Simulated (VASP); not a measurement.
Here is a VASP 6.6.1 calculation.

Contents of INCAR:

```
SYSTEM = CoRu3
PREC = Accurate
ENCUT = 520
EDIFF = 1E-6
ISMEAR = 0
SIGMA = 0.1
LREAL = .False.
LASPH = .True.
NELM = 80
ALGO = Normal
ISIF = 2
LWAVE = .False.
LCHARG = .False.
GGA = PE
NBANDS = 34
```

Contents of KPOINTS:

```
regular mesh
0
Gamma
  6 6 6
  0 0 0
```

File POSCAR:

```
CoRu3
1.0
    3.7331614353      0.0000000000      0.0000000000
    0.0000000000      3.7331614353      0.0000000000
    0.0000000000      0.0000000000      3.7331614353
Co Ru
1 3
Direct
    0.0000000000      0.0000000000      0.0000000000
    0.0000000000      0.5000000000      0.5000000000
    0.5000000000      0.0000000000      0.5000000000
    0.5000000000      0.5000000000      0.0000000000
```

Potentials or basis: VASP PAW PBE potentials, release 64 (Co, Ru_pv).

Run with:

```bash
$ cat potpaw_PBE.64/Co/POTCAR potpaw_PBE.64/Ru_pv/POTCAR > POTCAR
$ mpirun -np 1 vasp_std > vasp.out
```

Problem. Predict the pressure.

Solution. -0.1 GPa.

Spin polarisation is off, so any magnetic state and its effect on volume and gap are missing.
